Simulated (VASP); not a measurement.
# Al2Cu (P4/mmm) in VASP: notebook

Al2Cu is run at these levels: LDA; tasks: single point.

All numbers are computed with VASP 6.6.1; they aren't measurements. Logs are shortened: lines on timing, memory, paths and dates and some standing lists are left out, and cuts for length are marked.

## (1) The cell of the first run

It takes space group P4/mmm (No. 123, tetragonal). The conventional cell has a = 3.948 Å, b = 3.948 Å, c = 2.821 Å, α = 90.00°, β = 90.00°, γ = 90.00°. Al (site symmetry mmm) has 4 Cu at 2.43 Å and 6 Al at 2.79 to 2.82 Å within 3.2 Å. Within 3.2 Å of Cu (site symmetry 4/mmm) lie 8 Al at 2.43 Å and 2 Cu at 2.82 Å.

## (2) Single point, LDA

The input, INCAR:

```
SYSTEM = Al2Cu
PREC = Accurate ; ENCUT = 520
EDIFF = 1E-6 ; ISMEAR = 0
SIGMA = 0.15 ; LREAL = .False.
LASPH = .True. ; NELM = 80
ALGO = Normal ; ISIF = 2
LWAVE = .False. ; LCHARG = .True.
LELF = .True. ; LVHAR = .True.
NBANDS = 16
```

The input, KPOINTS:

```
Automatic mesh
0
Gamma
  10 10 14
  0 0 0
```

The input, POSCAR:

```
Al2Cu
1.0
    3.9479000000      0.0000000000      0.0000000000
    0.0000000000      3.9479000000      0.0000000000
    0.0000000000      0.0000000000      2.8213781230
Al Cu
2 1
Direct
    0.5000000000      0.0000000000      0.5000000000
    0.0000000000      0.5000000000      0.5000000000
    0.0000000000      0.0000000000      0.0000000000
```

Potentials or basis: VASP PAW LDA potentials, release 64 (Al, Cu).

Command:

```bash
> cat potpaw_LDA.64/Al/POTCAR potpaw_LDA.64/Cu/POTCAR > POTCAR
> mpirun -np 1 vasp_std > vasp.out
```

OUTCAR:

```text
SYSTEM = Al2Cu
   PREC = Accurate
   ENCUT = 520
   EDIFF = 1E-6
   ISMEAR = 0
   LREAL = .False.
   LASPH = .True.
   NELM = 80
   ISIF = 2

 ion  position               nearest neighbor table
   1  0.500  0.000  0.500-   3 2.43   3 2.43   3 2.43   3 2.43   2 2.79   2 2.79   2 2.79   2 2.79

   2  0.000  0.500  0.500-   3 2.43   3 2.43   3 2.43   3 2.43   1 2.79   1 2.79   1 2.79   1 2.79

   3  0.000  0.000  0.000-   1 2.43   2 2.43   1 2.43   2 2.43   2 2.43   2 2.43   1 2.43   1 2.43

  LATTYP: Found a simple tetragonal cell.
 ALAT       =     3.9479000000
 C/A-ratio  =     0.7146528846

  Lattice vectors:

 A1 = (   3.9479000000,   0.0000000000,   0.0000000000)
 A2 = (   0.0000000000,   3.9479000000,   0.0000000000)
 A3 = (   0.0000000000,   0.0000000000,   2.8213781230)

Analysis of symmetry for initial positions (statically):
=====================================================================
 Subroutine PRICEL returns:
 Original cell was already a primitive cell.

 Routine SETGRP: Setting up the symmetry group for a
 simple tetragonal supercell.

 Subroutine GETGRP returns: Found 16 space group operations
 (whereof 16 operations were pure point group operations)
 out of a pool of 16 trial point group operations.

The static configuration has the point symmetry D_4h.

Analysis of symmetry for dynamics (positions and initial velocities):
=====================================================================
 Subroutine PRICEL returns:
 Original cell was already a primitive cell.

 Routine SETGRP: Setting up the symmetry group for a
 simple tetragonal supercell.

 Subroutine GETGRP returns: Found 16 space group operations
 (whereof 16 operations were pure point group operations)
 out of a pool of 16 trial point group operations.

The dynamic configuration has the point symmetry D_4h.

 Subroutine INISYM returns: Found 16 space group operations
 (whereof 16 operations are pure point group operations),
 and found     1 'primitive' translations

----------------------------------------------------------------------------------------

                                     Primitive cell

  volume of cell :      43.9738

  direct lattice vectors                    reciprocal lattice vectors
     3.947900000  0.000000000  0.000000000     0.253299222  0.000000000  0.000000000
     0.000000000  3.947900000  0.000000000     0.000000000  0.253299222  0.000000000
     0.000000000  0.000000000  2.821378123     0.000000000  0.000000000  0.354436717

  length of vectors
     3.947900000  3.947900000  2.821378123     0.253299222  0.253299222  0.354436717
[... 81 lines left out ...]
   ENCUT  =  520.0 eV  38.22 Ry    6.18 a.u.   7.34  7.34  5.25*2*pi/ulx,y,z
   NELM   =     80;   NELMIN=  2; NELMDL= -5     # of ELM steps
   EDIFF  = 0.1E-05   stopping-criterion for ELM
   LREAL  =      F    real-space projection
   EDIFFG = 0.1E-04   stopping-criterion for IOM
   NSW    =      0    number of steps for IOM
   IBRION =     -1    ionic relax: 0-MD 1-quasi-New 2-CG
   NFREE  =      0    steps in history (QN), initial steepest desc. (CG)
   ISIF   =      2    stress and relaxation
   ISYM   =      2    0-nonsym 1-usesym 2-fastsym
   POTIM  = 0.5000    time-step for ionic-motion
   TEBEG  =    0.0;   TEEND  =   0.0 temperature during run
   PSTRESS=    0.0 pullay stress
   NELECT =      17.0000    total number of electrons
   NUPDOWN=      -1.0000    fix difference up-down
   EMIN   =  10.00;   EMAX   =-10.00  energy-range for DOS
   EFERMI =   0.00;   METHOD = LEGACY
   ISMEAR =     0;   SIGMA  =   0.15  broadening in eV -4-tet -1-fermi 0-gaus
   EFERMI_NEDOS =   21; number of points for ismear=-14 and -15
   IALGO  =     38    algorithm
   IMIX   =      4    mixing-type and parameters
     AMIX     =   0.40;   BMIX     =  1.00
     AMIX_MAG =   1.60;   BMIX_MAG =  1.00
  volume/ion in A,a.u.               =      14.66        98.92
  Fermi-wavevector in a.u.,A,eV,Ry     =   1.192596  2.253679 19.351359  1.422285
  Thomas-Fermi vector in A             =   2.328630
   LORBIT       =      0    0 simple, 1 ext, 2 COOP (PROOUT), +10 PAW based schemes
   GGA     = CA    functional components
   LHFCALC =     F    Hartree Fock is set to
   AEXX    =    0.0000 exact exchange contribution
   IVDW    =     0    specifies the selected vdW correction
   LEPSILON=     F    determine dielectric tensor
   LRPA    =     F    only Hartree local field effects (RPA)
 non-spin polarized calculation
 Gauss-broadening in eV      SIGMA  =   0.15
  energy-cutoff  :      520.00
  volume of cell :       43.97
 maximum number of plane-waves:      1210
 NGX is ok and might be reduce to    30
   NGX = 15   NGY = 15   NGZ = 11

 number of electron      17.0000018 magnetization

 Free energy of the ion-electron system (eV)
  ---------------------------------------------------
  ext. energy  EPLUGINS =         0.00000000
  ---------------------------------------------------
  free energy    TOTEN  =       -13.18695623 eV

  energy without entropy =      -13.17823111  energy(sigma->0) =      -13.18259367

 E-fermi :   7.9772     XC(G=0): -11.0187

 val. band max:        7.9659828221   @ k =   0.5000   0.0000   0.3571
 cond. band min:       7.9823426863   @ k =   0.4000   0.0000   0.2143
 fundamental gap:      0.0163598642
 Fermi energy:         7.9771705828

 k-point     1 :       0.0000    0.0000    0.0000
  band No.  band energies     occupation
      1      -3.1664      2.00000
      2       2.1629      2.00000
      3       2.5769      2.00000
      4       3.3504      2.00000
      5       3.5247      2.00000
      6       3.5247      2.00000
[... 433 lines left out ...]
      3       2.5614      2.00000
      4       3.2647      2.00000
      5       3.3890      2.00000
      6       3.4464      2.00000
[... 8 lines left out ...]
     15      18.6812      0.00000
     16      18.8492      0.00000

 [... further k-points ...]
[... 5 lines left out ...]
  --------------------------------------------------------------------------------------
  -------------------------------------------------------------------------------------
  Total        1.8744543      1.8744543      1.0358547      0.0000000      0.0000000      0.0000000
  in kB       68.2954648     68.2954648     37.7412113      0.0000000      0.0000000      0.0000000
  external PRESSURE =      58.1107136 kB  Pullay stress =       0.0000000 kB

 VOLUME and BASIS-vectors are now :
 -----------------------------------------------------------------------------
  energy-cutoff  :      520.00
  volume of cell :       43.97
      direct lattice vectors                 reciprocal lattice vectors
     3.947900000  0.000000000  0.000000000     0.253299222  0.000000000  0.000000000
     0.000000000  3.947900000  0.000000000     0.000000000  0.253299222  0.000000000
     0.000000000  0.000000000  2.821378123     0.000000000  0.000000000  0.354436717

 POSITION                                       TOTAL-FORCE (eV/Angst)
 -----------------------------------------------------------------------------------
      1.97395      0.00000      1.41069         0.000000      0.000000      0.000000
      0.00000      1.97395      1.41069         0.000000      0.000000      0.000000
      0.00000      0.00000      0.00000         0.000000      0.000000      0.000000
 -----------------------------------------------------------------------------------
    total drift:                                0.000000      0.000000      0.000000

  FREE ENERGIE OF THE ION-ELECTRON SYSTEM (eV)
  ---------------------------------------------------
  free  energy   TOTEN  =       -13.1869562331 eV

  energy  without entropy=      -13.1782311069  energy(sigma->0) =      -13.18259367
```

Run time: 44 s. Hardware: 1 thread of Intel Xeon 6975P-C (Granite Rapids), shared host; peak memory 0.22 GiB.

What came out:

| Property | Result |
| --- | --- |
| Free energy | -13.1870 eV |
| Pressure | 5.8 GPa |

Stress tensor (GPa, compression positive):
```
6.83 0.00 0.00
0.00 6.83 0.00
0.00 0.00 3.77
```

## (3) Single point, LDA

This run uses another cell than the first one, of 14.71 Å³/atom, 1.004 times its volume.

The input, INCAR:

```
SYSTEM = Al2Cu
PREC = Accurate
ENCUT = 520
EDIFF = 1E-6
ISMEAR = 0
SIGMA = 0.15
LREAL = .FALSE.
LASPH = .TRUE.
NELM = 60
ALGO = Normal
ISIF = 2
LWAVE = .FALSE.
LCHARG = .FALSE.
GGA = CA
NBANDS = 16
```

The input, KPOINTS:

```
regular mesh
0
G
  10 10 14
  0 0 0
```

The input, POSCAR:

```
Al2Cu
1.0
    3.8536000000      0.0000000000      0.0000000000
    0.0000000000      3.8536000000      0.0000000000
    0.0000000000      0.0000000000      2.9719000000
Al Cu
2 1
Direct
    0.5000000000      0.0000000000      0.5000000000
    0.0000000000      0.5000000000      0.5000000000
    0.0000000000      0.0000000000      0.0000000000
```

Potentials or basis: VASP PAW LDA potentials, release 64 (Al, Cu).

Command:

```bash
> cat potpaw_LDA.64/Al/POTCAR potpaw_LDA.64/Cu/POTCAR > POTCAR
> mpirun -np 1 vasp_std > vasp.out
```

OUTCAR:

```text
SYSTEM = Al2Cu
   PREC = Accurate
   ENCUT = 520
   EDIFF = 1E-6
   ISMEAR = 0
   LREAL = .FALSE.
   LASPH = .TRUE.
   NELM = 60
   ISIF = 2
   GGA = CA

 ion  position               nearest neighbor table
   1  0.500  0.000  0.500-   3 2.43   3 2.43   3 2.43   3 2.43   2 2.72   2 2.72   2 2.72   2 2.72

   2  0.000  0.500  0.500-   3 2.43   3 2.43   3 2.43   3 2.43   1 2.72   1 2.72   1 2.72   1 2.72

   3  0.000  0.000  0.000-   1 2.43   2 2.43   1 2.43   2 2.43   2 2.43   2 2.43   1 2.43   1 2.43

  LATTYP: Found a simple tetragonal cell.
 ALAT       =     3.8536000000
 C/A-ratio  =     0.7712009550

  Lattice vectors:

 A1 = (   3.8536000000,   0.0000000000,   0.0000000000)
 A2 = (   0.0000000000,   3.8536000000,   0.0000000000)
 A3 = (   0.0000000000,   0.0000000000,   2.9719000000)

Analysis of symmetry for initial positions (statically):
=====================================================================
 Subroutine PRICEL returns:
 Original cell was already a primitive cell.

 Routine SETGRP: Setting up the symmetry group for a
 simple tetragonal supercell.

[... 169 lines left out ...]
 E-fermi :   7.8281     XC(G=0): -11.0074

 val. band max:        7.8213779821   @ k =   0.5000   0.0000   0.2857
 cond. band min:       7.8424366668   @ k =   0.5000   0.5000   0.5000
 fundamental gap:      0.0210586847
 Fermi energy:         7.8280509278

 k-point     1 :       0.0000    0.0000    0.0000
  band No.  band energies     occupation
      1      -3.1760      2.00000
      2       2.3591      2.00000
      3       2.6478      2.00000
      4       3.4158      2.00000
      5       3.4158      2.00000
      6       3.4335      2.00000
[... 433 lines left out ...]
      3       2.6374      2.00000
      4       3.3143      2.00000
      5       3.3289      2.00000
      6       3.3796      2.00000
[... 8 lines left out ...]
     15      17.5590      0.00000
     16      19.5971      0.00000

 [... further k-points ...]

------------------------ aborting loop because EDIFF is reached ----------------------------------------

  FORCE on cell =-STRESS in cart. coord.  units (eV):
  Direction    XX          YY          ZZ          XY          YZ          ZX
  --------------------------------------------------------------------------------------
  -------------------------------------------------------------------------------------
  Total        2.6376295      2.6376295     -0.3106865      0.0000000      0.0000000      0.0000000
  in kB       95.7539962     95.7539962    -11.2788695      0.0000000      0.0000000      0.0000000
  external PRESSURE =      60.0763743 kB  Pullay stress =       0.0000000 kB

 VOLUME and BASIS-vectors are now :
 -----------------------------------------------------------------------------
  energy-cutoff  :      520.00
  volume of cell :       44.13
      direct lattice vectors                 reciprocal lattice vectors
     3.853600000  0.000000000  0.000000000     0.259497613  0.000000000  0.000000000
     0.000000000  3.853600000  0.000000000     0.000000000  0.259497613  0.000000000
     0.000000000  0.000000000  2.971900000     0.000000000  0.000000000  0.336485077

 POSITION                                       TOTAL-FORCE (eV/Angst)
 -----------------------------------------------------------------------------------
      1.92680      0.00000      1.48595         0.000000      0.000000      0.000000
      0.00000      1.92680      1.48595         0.000000      0.000000      0.000000
      0.00000      0.00000      0.00000         0.000000      0.000000      0.000000
 -----------------------------------------------------------------------------------
    total drift:                                0.000000      0.000000      0.000000

  FREE ENERGIE OF THE ION-ELECTRON SYSTEM (eV)
  ---------------------------------------------------
  free  energy   TOTEN  =       -13.0873763021 eV

  energy  without entropy=      -13.0745267997  energy(sigma->0) =      -13.08095155
```

OSZICAR:

```text
N       E                     dE             d eps       ncg     rms          rms(c)
DAV:   1     0.622870158212E+02    0.62287E+02   -0.69977E+03  5456   0.116E+03
DAV:   2    -0.125120644881E+02   -0.74799E+02   -0.66668E+02  5664   0.210E+02
DAV:   3    -0.153018056966E+02   -0.27897E+01   -0.27230E+01  7368   0.453E+01
DAV:   4    -0.153599757219E+02   -0.58170E-01   -0.58147E-01  6344   0.551E+00
DAV:   5    -0.153624388607E+02   -0.24631E-02   -0.24631E-02  8456   0.130E+00    0.139E+01
DAV:   6    -0.166717918955E+02   -0.13094E+01   -0.32877E+01  6208   0.206E+02    0.108E+01
DAV:   7    -0.131878608520E+02    0.34839E+01   -0.90679E+00  6744   0.859E+01    0.166E+00
DAV:   8    -0.131589600118E+02    0.28901E-01   -0.11162E+00  8024   0.306E+01    0.221E+00
DAV:   9    -0.130868373833E+02    0.72123E-01   -0.24042E-01  6896   0.166E+01    0.181E-01
DAV:  10    -0.130884449583E+02   -0.16076E-02   -0.13797E-02  8600   0.287E+00    0.228E-01
DAV:  11    -0.130875451337E+02    0.89982E-03   -0.53912E-03  7384   0.265E+00    0.919E-02
DAV:  12    -0.130873946903E+02    0.15044E-03   -0.40508E-04  8192   0.587E-01    0.319E-02
DAV:  13    -0.130873757725E+02    0.18918E-04   -0.49853E-05  8336   0.228E-01    0.340E-03
DAV:  14    -0.130873763021E+02   -0.52959E-06   -0.67138E-06  7048   0.414E-02
   1 F= -.13087376E+02 E0= -.13080952E+02  d E =-.128495E-01
```

It took 41 s on 1 thread of Intel Xeon 6975P-C (Granite Rapids), shared host; peak memory 0.22 GiB.

Results:

* Free energy: -13.0874 eV
* Pressure: 6.0 GPa

## (4) Single point, LDA

This run uses another cell than the first one, of 14.81 Å³/atom, 1.010 times its volume.

The input, INCAR:

```
SYSTEM = Al2Cu
  PREC = Accurate
  ENCUT = 520
  EDIFF = 1E-7
  ISMEAR = 0
  SIGMA = 0.15
  LREAL = .False.
  LASPH = .True.
  NELM = 60
  ALGO = Normal
  ISIF = 2
  LWAVE = .False.
  LCHARG = .False.
  NBANDS = 16
```

The input, KPOINTS:

```
Automatic mesh
0
Gamma
  10 10 14
  0 0 0
```

The input, POSCAR:

```
Al2Cu
1.0
    4.1366000000      0.0000000000      0.0000000000
    0.0000000000      4.1366000000      0.0000000000
    0.0000000000      0.0000000000      2.5957000000
Al Cu
2 1
Direct
    0.5000000000      0.0000000000      0.5000000000
    0.0000000000      0.5000000000      0.5000000000
    0.0000000000      0.0000000000      0.0000000000
```

Command:

```bash
> cat potpaw_LDA.64/Al/POTCAR potpaw_LDA.64/Cu/POTCAR > POTCAR
> mpirun -np 1 vasp_std > vasp.out
```

Run time: 34 s. Hardware: 1 thread of Intel Xeon 6975P-C (Granite Rapids), shared host; peak memory 0.22 GiB.

Results (log left out):

```
Free energy : -13.0946 eV
Pressure    : 6.4 GPa
```

Stress tensor (GPa, compression positive):
```
 2.04  0.00  0.00
 0.00  2.04  0.00
 0.00  0.00 14.99
```

Levels at points of the mesh, in eV from the Fermi level:
```tsv
k point	band 6	band 7	band 8	band 9	band 10	band 11	band 12	band 13
(0.00, 0.00, 0.00)	-4.31	-3.16	-3.16	-0.82	0.33	5.17	5.17	6.54
(0.50, 0.00, 0.00)	-4.32	-4.31	-1.95	1.01	1.05	1.08	7.54	9.04
(0.50, 0.50, 0.00)	-4.97	-4.32	-4.32	-2.76	8.11	8.11	8.97	8.98
(0.00, 0.00, 0.50)	-4.53	-2.80	1.89	2.56	2.56	3.20	3.20	3.51
(0.50, 0.00, 0.50)	-4.57	-3.26	-2.14	-1.11	3.74	4.20	5.01	5.40
(0.50, 0.50, 0.50)	-3.26	-2.58	-2.58	-0.25	-0.13	0.63	0.63	2.43
```

## (5) Single point, LDA

This run uses another cell than the first one, of 14.96 Å³/atom, 1.020 times its volume.

The input, INCAR:

```
SYSTEM = Al2Cu
PREC = Accurate
ENCUT = 520
EDIFF = 1E-6
ISMEAR = 0
SIGMA = 0.15
LREAL = .FALSE.
LASPH = .TRUE.
NELM = 80
ALGO = Normal
ISIF = 2
LWAVE = .FALSE.
LCHARG = .FALSE.
GGA = CA
NBANDS = 16
```

The input, KPOINTS:

```
regular mesh
0
G
  10 10 14
  0 0 0
```

The input, POSCAR:

```
Al2Cu
1.0
    4.0422638858      0.0000000000      0.0000000000
    0.0000000000      4.0422638858      0.0000000000
    0.0000000000      0.0000000000      2.7461000000
Al Cu
2 1
Direct
    0.5000000000      0.0000000000      0.5000000000
    0.0000000000      0.5000000000      0.5000000000
    0.0000000000      0.0000000000      0.0000000000
```

Command:

```bash
> cat potpaw_LDA.64/Al/POTCAR potpaw_LDA.64/Cu/POTCAR > POTCAR
> mpirun -np 1 vasp_std > vasp.out
```

Wall time 48 s (1 thread of Intel Xeon 6975P-C (Granite Rapids), shared host); peak memory 0.22 GiB.

The run converged. Its results:

```yaml
Free_energy: -13.2114 eV
Pressure: 3.5 GPa
```

Stress tensor (GPa, compression positive):
```
2.54 0.00 0.00
0.00 2.54 0.00
0.00 0.00 5.40
```

Levels at points of the mesh, in eV from the Fermi level:
```
           k point  band 7  band 8  band 9  band 10  band 11  band 12
(0.00, 0.00, 0.00)   -2.76   -2.76   -0.22     0.67     6.04     6.04
(0.50, 0.00, 0.00)   -4.41   -1.43    1.42     1.52     1.79     8.29
(0.50, 0.50, 0.00)   -4.43   -4.43   -2.67     8.59     8.59     9.99
(0.00, 0.00, 0.50)   -3.12    2.42    2.63     2.63     2.82     2.82
(0.50, 0.00, 0.50)   -3.31   -2.50   -1.59     3.87     3.91     4.71
(0.50, 0.50, 0.50)   -2.50   -2.50   -0.77    -0.77     0.23     0.23
```

## (6) Single point, LDA

This run uses another cell than the first one, of 15.05 Å³/atom, 1.027 times its volume.

The input, INCAR:

```
SYSTEM = Al2Cu
ALGO = Normal
EDIFF = 1E-6
ENCUT = 520
ISIF = 2
ISMEAR = 0
LASPH = .TRUE.
LCHARG = .FALSE.
LREAL = .FALSE.
LWAVE = .FALSE.
NBANDS = 16
NELM = 60
PREC = Accurate
SIGMA = 0.15
```

The input, KPOINTS:

```
k-points
0
G
  10 10 14
  0 0 0
```

The input, POSCAR:

```
Al2Cu
1.0
    3.9479000000      0.0000000000      0.0000000000
    0.0000000000      3.9479000000      0.0000000000
    0.0000000000      0.0000000000      2.8966000000
Al Cu
2 1
Direct
    0.5000000000      0.0000000000      0.5000000000
    0.0000000000      0.5000000000      0.5000000000
    0.0000000000      0.0000000000      0.0000000000
```

Potentials or basis: VASP PAW LDA potentials, release 64 (Al, Cu).

Command:

```bash
> cat potpaw_LDA.64/Al/POTCAR potpaw_LDA.64/Cu/POTCAR > POTCAR
> mpirun -np 1 vasp_std > vasp.out
```

Run time: 46 s. Hardware: 1 thread of Intel Xeon 6975P-C (Granite Rapids), shared host; peak memory 0.22 GiB.

Results (log left out):

```yaml
Free_energy: -13.1957 eV
Pressure: 2.7 GPa
```

Stress tensor (GPa, compression positive):
```
 4.68  0.00  0.00
 0.00  4.68  0.00
 0.00  0.00 -1.37
```

Levels at points of the mesh, in eV from the Fermi level:
```tsv
k point	band 6	band 7	band 8	band 9	band 10	band 11	band 12	band 13
(0.00, 0.00, 0.00)	-4.34	-2.22	-2.22	0.56	1.11	5.39	7.07	7.07
(0.50, 0.00, 0.00)	-4.39	-4.33	-0.78	1.92	2.16	2.63	6.89	8.91
(0.50, 0.50, 0.00)	-4.38	-4.38	-4.32	-2.45	8.84	8.84	8.84	10.08
(0.00, 0.00, 0.50)	-4.27	-3.27	2.67	2.67	2.92	2.92	3.10	3.13
(0.50, 0.00, 0.50)	-4.31	-3.18	-2.71	-1.83	3.80	4.29	4.63	5.48
(0.50, 0.50, 0.50)	-3.76	-2.24	-2.24	-1.17	-1.04	0.05	0.05	2.46
```

## (7) The runs side by side

```csv
cell,gap on the mesh (eV),pressure (GPa)
"a = 3.948, b = 3.948, c = 2.821 Å, 3 atoms",none,5.8
"a = 3.854, b = 3.854, c = 2.972 Å, 3 atoms",none,6.0
"a = 4.137, b = 4.137, c = 2.596 Å, 3 atoms",none,6.4
"a = 4.042, b = 4.042, c = 2.746 Å, 3 atoms",none,3.5
"a = 3.948, b = 3.948, c = 2.897 Å, 3 atoms",none,2.7
```

Alike in all rows: task single point; level LDA; potentials or basis VASP PAW LDA potentials, release 64 (Al, Cu); no spin polarisation; k mesh 10 × 10 × 14; cutoff (eV) 520; smearing gaussian 0.15 eV.

Total energies depend on the potentials used, so only differences within one code and one set of settings carry meaning.
